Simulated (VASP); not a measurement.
GaP: single point with PBE

GaP:

```
CELL_PARAMETERS angstrom
0.00000 2.77870 2.77870
2.77870 0.00000 2.77870
2.77870 2.77870 0.00000
ATOMIC_POSITIONS crystal
Ga 0.00000 0.00000 0.00000
P 0.75000 0.75000 0.75000
```

This cell differs from its parent crystal: volume scaled by 1.06.

```yaml
Program: VASP 6.6.1
Task: single point
Functional: PBE
Potentials_or_basis: VASP PAW PBE potentials, release 64 (Ga_d, P)
Cutoff: 520 eV
k_mesh: 10 × 10 × 10
Occupations: fermi-dirac, width 0.05 eV
Spin: no spin polarisation
```

| Property | Result |
| --- | --- |
| Pressure | -2.1 GPa |
| Band gap on the k mesh | 1.35 eV, direct |

Levels at points of the mesh, in eV from the valence-band top:
| k point | band 7 | band 8 | band 9 | band 10 | band 11 | band 12 |
| --- | --- | --- | --- | --- | --- | --- |
| (0.00, 0.00, 0.00) | 0.00 | 0.00 | 0.00 | 1.35 | 3.90 | 3.90 |
| (0.50, 0.00, 0.00) | -6.31 | -1.03 | -1.03 | 1.50 | 4.73 | 4.73 |
| (0.50, 0.50, 0.00) | -6.49 | -2.49 | -2.49 | 1.77 | 1.87 | 10.16 |

It took 14 s on 1 thread of Intel(R) Xeon(R) 6975P-C (Granite Rapids), with other jobs on the host, peak memory 0.18 GiB.

 A k mesh can miss the band edges.
